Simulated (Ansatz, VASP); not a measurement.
**One calculation of Ru, two programs**

File INCAR:

```
SYSTEM = Ru
ALGO = Fast
EDIFF = 1E-6
ENCUT = 520
GGA = PE
ISIF = 2
ISMEAR = 0
LASPH = .TRUE.
LCHARG = .TRUE.
LELF = .TRUE.
LREAL = .FALSE.
LVHAR = .TRUE.
LWAVE = .FALSE.
NBANDS = 13
NELM = 80
PREC = Accurate
SIGMA = 0.15
```

The input KPOINTS:

```
k-points
0
G
  22 22 22
  0 0 0
```

File POSCAR:

```
Ru
1.0
    0.0000000000      2.0761622669      1.6468119101
    2.0761622669      0.0000000000      1.6468119101
    2.0761622669      2.0761622669      0.0000000000
Ru
1
Direct
    0.0000000000      0.0000000000      0.0000000000
```

Input for Ansatz:

```yaml
crystal:
  lattice:
    - [0.0, 2.0761622669, 1.6468119101]
    - [2.0761622669, 0.0, 1.6468119101]
    - [2.0761622669, 2.0761622669, 0.0]
  atoms:
    - { symbol: Ru, position: [0.0, 0.0, 0.0] }
basis:
  ecutwfc: 420
kpoints:
  mp_grid: { grid: [22, 22, 22] }
hamiltonian:
  xc: pbe
scf:
  occupations: { method: gaussian, width: 0.15 }
output:
  forces: true
  stress: true
  eigenvalues: true
```

Alike in both runs: task single point; functional PBE; k mesh 22 × 22 × 22; occupations gaussian, width 0.15 eV; no spin polarisation.

```csv
,VASP,Ansatz
version,VASP 6.6.1,Ansatz 0.2.0
potentials or method,"VASP PAW PBE potentials, release 64 (Ru_pv), cutoff 520 eV","scalar-relativistic, plane waves, PAW"
valence electrons in the cell,14,16
```

|  | VASP | Ansatz | Ansatz less VASP |
| --- | --- | --- | --- |
| gap on the k mesh at the Fermi level (eV) | none | none | - |
| pressure (GPa) | -1.8 | -1.6 | +0.16 |
| traceless stress, the component that is largest in VASP (GPa) | 26.39 | 26.43 | +0.041 |

A gap of «none» marks a metal or a gap that the smearing closes. VASP's potentials hold 14 valence electrons a cell and Ansatz's 16, so a difference there can come from the potentials and not from the codes.
